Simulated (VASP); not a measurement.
# Ni (Fm-3m) in VASP: notebook, part 2 of 2

VASP 6.6.1.

## Step 3: Single point, PBE, collinear spin, ferromagnetic start

The input, INCAR:

```
  ALGO = Normal
  EDIFF = 1E-6
  ENCUT = 520
  GGA = PE
  ISIF = 2
  ISMEAR = 0
  ISPIN = 2
  LASPH = True
  LCHARG = False
  LMAXMIX = 4
  LORBIT = 11
  LREAL = False
  LWAVE = False
  MAGMOM = 1.19
  NBANDS = 15
  NELM = 150
  NUPDOWN = 1.19
  PREC = Accurate
  SIGMA = 0.1
```

The input, KPOINTS:

```
k-points
0
Gamma
  14 14 14
```

The input, POSCAR:

```
Ni
1.0
    0.0000000000      1.7677500000      1.7677500000
    1.7677500000      0.0000000000      1.7677500000
    1.7677500000      1.7677500000      0.0000000000
Ni
1
Direct
    0.0000000000      0.0000000000      0.0000000000
```

Potentials or basis: VASP PAW PBE potentials, release 64 (Ni).

Run with:

```console
$ cat potpaw_PBE.64/Ni/POTCAR > POTCAR
$ mpirun -np 1 vasp_std > vasp.out
```

OUTCAR:

```text
EDIFF = 1E-6
   ENCUT = 520
   GGA = PE
   ISIF = 2
   ISMEAR = 0
   ISPIN = 2
   LASPH = True
   LORBIT = 11
   LREAL = False
   NELM = 150
   NUPDOWN = 1.19
   PREC = Accurate

 ion  position               nearest neighbor table
   1  0.000  0.000  0.000-

  LATTYP: Found a face centered cubic cell.
 ALAT       =     3.5355000000

  Lattice vectors:

 A1 = (   0.0000000000,   1.7677500000,   1.7677500000)
 A2 = (   1.7677500000,   0.0000000000,   1.7677500000)
 A3 = (   1.7677500000,   1.7677500000,   0.0000000000)

Analysis of symmetry for initial positions (statically):
=====================================================================
 Subroutine PRICEL returns:
 Original cell was already a primitive cell.

 Routine SETGRP: Setting up the symmetry group for a
 face centered cubic supercell.

 Subroutine GETGRP returns: Found 48 space group operations
 (whereof 48 operations were pure point group operations)
 out of a pool of 48 trial point group operations.

The static configuration has the point symmetry O_h .

Analysis of symmetry for dynamics (positions and initial velocities):
=====================================================================
 Subroutine PRICEL returns:
 Original cell was already a primitive cell.

 Routine SETGRP: Setting up the symmetry group for a
 face centered cubic supercell.

 Subroutine GETGRP returns: Found 48 space group operations
 (whereof 48 operations were pure point group operations)
 out of a pool of 48 trial point group operations.

The dynamic configuration has the point symmetry O_h .

Analysis of structural, dynamic, and magnetic symmetry:
=====================================================================
 Subroutine PRICEL returns:
 Original cell was already a primitive cell.

 Routine SETGRP: Setting up the symmetry group for a
 face centered cubic supercell.

 Subroutine GETGRP returns: Found 48 space group operations
 (whereof 48 operations were pure point group operations)
 out of a pool of 48 trial point group operations.

The overall configuration has the point symmetry O_h .

 Subroutine INISYM returns: Found 48 space group operations
 (whereof 48 operations are pure point group operations),
 and found     1 'primitive' translations

----------------------------------------------------------------------------------------

                                     Primitive cell

  volume of cell :      11.0482

  direct lattice vectors                    reciprocal lattice vectors
     0.000000000  1.767750000  1.767750000    -0.282845425  0.282845425  0.282845425
     1.767750000  0.000000000  1.767750000     0.282845425 -0.282845425  0.282845425
     1.767750000  1.767750000  0.000000000     0.282845425  0.282845425 -0.282845425

  length of vectors
     2.499976025  2.499976025  2.499976025     0.489902647  0.489902647  0.489902647

  position of ions in fractional coordinates (direct lattice)
     0.000000000  0.000000000  0.000000000

  ion indices of the primitive-cell ions
   primitive index   ion index
                 1           1

----------------------------------------------------------------------------------------

 KPOINTS: k-points

Automatic generation of k-mesh.
 Grid dimensions read from file:
 generate k-points for:   14   14   14

 Generating k-lattice:

[... 64 lines left out ...]
   NSW    =      0    number of steps for IOM
   IBRION =     -1    ionic relax: 0-MD 1-quasi-New 2-CG
   NFREE  =      0    steps in history (QN), initial steepest desc. (CG)
   ISIF   =      2    stress and relaxation
   ISYM   =      2    0-nonsym 1-usesym 2-fastsym
   POTIM  = 0.5000    time-step for ionic-motion
   TEBEG  =    0.0;   TEEND  =   0.0 temperature during run
   PSTRESS=    0.0 pullay stress
   NELECT =      10.0000    total number of electrons
   NUPDOWN=       1.1900    fix difference up-down
   EMIN   =  10.00;   EMAX   =-10.00  energy-range for DOS
   EFERMI =   0.00;   METHOD = LEGACY
   ISMEAR =     0;   SIGMA  =   0.10  broadening in eV -4-tet -1-fermi 0-gaus
   EFERMI_NEDOS =   21; number of points for ismear=-14 and -15
   IALGO  =     38    algorithm
   IMIX   =      4    mixing-type and parameters
     AMIX     =   0.40;   BMIX     =  1.00
     AMIX_MAG =   1.60;   BMIX_MAG =  1.00
  volume/ion in A,a.u.               =      11.05        74.56
  Fermi-wavevector in a.u.,A,eV,Ry     =   1.583595  2.992560 34.120303  2.507772
  Thomas-Fermi vector in A             =   2.683341
   LORBIT       =     11    0 simple, 1 ext, 2 COOP (PROOUT), +10 PAW based schemes
   GGA     = PE    functional components
   LHFCALC =     F    Hartree Fock is set to
   AEXX    =    0.0000 exact exchange contribution
   IVDW    =     0    specifies the selected vdW correction
   LEPSILON=     F    determine dielectric tensor
   LRPA    =     F    only Hartree local field effects (RPA)
 spin polarized calculation
 Gauss-broadening in eV      SIGMA  =   0.10
  energy-cutoff  :      520.00
  volume of cell :       11.05
 maximum number of plane-waves:       307
   NGX =  9   NGY =  9   NGZ =  9

 number of electron      10.0000010 magnetization       1.1900002

 Free energy of the ion-electron system (eV)
  ---------------------------------------------------
  ext. energy  EPLUGINS =         0.00000000
  ---------------------------------------------------
  free energy    TOTEN  =        -5.24404124 eV

  energy without entropy =       -5.23696942  energy(sigma->0) =       -5.24050533

 E-fermi :   8.9448     XC(G=0): -13.1982

 val. band max:       10.6392583325   @ k =  -0.4286   0.1429   0.0000
 cond. band min:       8.9515539384   @ k =  -0.3571   0.1429   0.0000
 fundamental gap:     -1.6877043942
 Fermi energy:        10.8340195867

 spin component 1

 k-point     1 :       0.0000    0.0000    0.0000
  band No.  band energies     occupation
      1       0.1255      1.00000
      2       6.2718      1.00000
      3       6.2718      1.00000
      4       6.2718      1.00000
      5       7.4074      1.00000
      6       7.4074      1.00000
      7      32.6436      0.00000
      8      36.3579      0.00000
      9      36.3579      0.00000
     10      36.3579      0.00000
     11      39.1676      0.00000
     12      39.1676      0.00000
     13      39.1676      0.00000
     14      42.2696      0.00000
[... 403 lines left out ...]
      4       6.7538      1.00000
      5       7.3807      1.00000
      6       7.7165      1.00000
      7      24.3067      0.00000
      8      29.7928      0.00000
      9      30.6038      0.00000
     10      33.1658      0.00000
     11      38.1221      0.00000
     12      42.2501      0.00000
     13      44.1986      0.00000
     14      46.2791      0.00000
     15      50.6280      0.00000

 [... further k-points ...]

 spin component 2

 k-point     1 :       0.0000    0.0000    0.0000
  band No.  band energies     occupation
      1       0.3417      1.00000
      2       7.5213      1.00000
      3       7.5213      1.00000
      4       7.5213      1.00000
      5       8.4781      1.00000
      6       8.4781      1.00000
      7      32.7162      0.00000
      8      36.6019      0.00000
      9      36.6019      0.00000
     10      36.6019      0.00000
     11      39.5655      0.00000
     12      39.5655      0.00000
     13      39.5655      0.00000
     14      42.4420      0.00000
[... 403 lines left out ...]
      4       7.9712      1.00000
      5       8.5437      1.00000
      6       8.8649      0.87072
      7      24.7284      0.00000
      8      30.1560      0.00000
      9      30.8544      0.00000
     10      33.5132      0.00000
     11      38.5189      0.00000
     12      42.4795      0.00000
     13      44.4324      0.00000
     14      46.5617      0.00000
     15      50.9979      0.00000

 [... further k-points ...]
[... 5 lines left out ...]
  --------------------------------------------------------------------------------------
  -------------------------------------------------------------------------------------
  Total        0.2000495      0.2000495      0.2000495      0.0000000      0.0000000      0.0000000
  in kB       29.0105161     29.0105161     29.0105161      0.0000000      0.0000000      0.0000000
  external PRESSURE =      29.0105161 kB  Pullay stress =       0.0000000 kB

 VOLUME and BASIS-vectors are now :
 -----------------------------------------------------------------------------
  energy-cutoff  :      520.00
  volume of cell :       11.05
      direct lattice vectors                 reciprocal lattice vectors
     0.000000000  1.767750000  1.767750000    -0.282845425  0.282845425  0.282845425
     1.767750000  0.000000000  1.767750000     0.282845425 -0.282845425  0.282845425
     1.767750000  1.767750000  0.000000000     0.282845425  0.282845425 -0.282845425

 POSITION                                       TOTAL-FORCE (eV/Angst)
 -----------------------------------------------------------------------------------
      0.00000      0.00000      0.00000         0.000000      0.000000     -0.000000
 -----------------------------------------------------------------------------------
    total drift:                                0.000000      0.000000      0.000000

  FREE ENERGIE OF THE ION-ELECTRON SYSTEM (eV)
  ---------------------------------------------------
  free  energy   TOTEN  =        -5.2440412420 eV

  energy  without entropy=       -5.2369694168  energy(sigma->0) =       -5.24050533

 total charge

# of ion       s       p       d       tot
------------------------------------------
    1        0.511   0.529   8.221   9.262

 magnetization (x)

# of ion       s       p       d       tot
------------------------------------------
    1        0.020   0.038   1.108   1.166
```

OSZICAR:

```text
N       E                     dE             d eps       ncg     rms          rms(c)
DAV:   1     0.336811958054E+02    0.33681E+02   -0.42385E+03  6701   0.851E+02
DAV:   2    -0.495311605164E+01   -0.38634E+02   -0.35640E+02  7073   0.164E+02
DAV:   3    -0.640365001120E+01   -0.14505E+01   -0.14402E+01  7640   0.311E+01
DAV:   4    -0.641244332796E+01   -0.87933E-02   -0.87915E-02  7634   0.230E+00
DAV:   5    -0.641255217885E+01   -0.10885E-03   -0.10885E-03  7806   0.231E-01    0.105E+01
DAV:   6    -0.551458950410E+01    0.89796E+00   -0.13350E+01  9005   0.425E+01    0.618E+00
DAV:   7    -0.526215255341E+01    0.25244E+00   -0.15836E+00  8135   0.140E+01    0.241E+00
DAV:   8    -0.524966326194E+01    0.12489E-01   -0.13229E-02  7569   0.767E-01    0.133E+00
DAV:   9    -0.524459557025E+01    0.50677E-02   -0.32440E-03  9580   0.425E-01    0.262E-01
DAV:  10    -0.524404065919E+01    0.55491E-03   -0.15972E-03  9846   0.264E-01    0.338E-02
DAV:  11    -0.524404012884E+01    0.53035E-06   -0.19292E-05  6950   0.519E-02    0.287E-02
DAV:  12    -0.524404173517E+01   -0.16063E-05   -0.29141E-06  8266   0.135E-02    0.758E-03
DAV:  13    -0.524404124200E+01    0.49316E-06   -0.49782E-07  4913   0.759E-03
   1 F= -.52440412E+01 E0= -.52405053E+01  d E =-.707183E-02  mag=     1.1900
```

stdout:

```text
POSCAR found type information on POSCAR Ni
 POSCAR found :  1 types and       1 ions
 scaLAPACK will be used
 LDA part: xc-table for (Slater+PW92), standard interpolation
 POSCAR, INCAR and KPOINTS ok, starting setup
 FFT: planning ... GRIDC
 FFT: planning ... GRID_SOFT
 FFT: planning ... GRID
 WAVECAR not read
 entering main loop
```

Wall time 35 s (1 thread of Intel Xeon Platinum 8259CL at 2.50GHz (Skylake/Cascade Lake), shared host); peak memory 0.15 GiB.

What came out:

- Free energy: -5.2440 eV
- Pressure: 2.9 GPa
- Net moment: 1.19 μB per cell
- Site moments: Ni +1.17 μB
- Valence electrons inside the program's atomic spheres: Ni 9.26

Caveat: the total moment is fixed, so each spin has its own Fermi level.
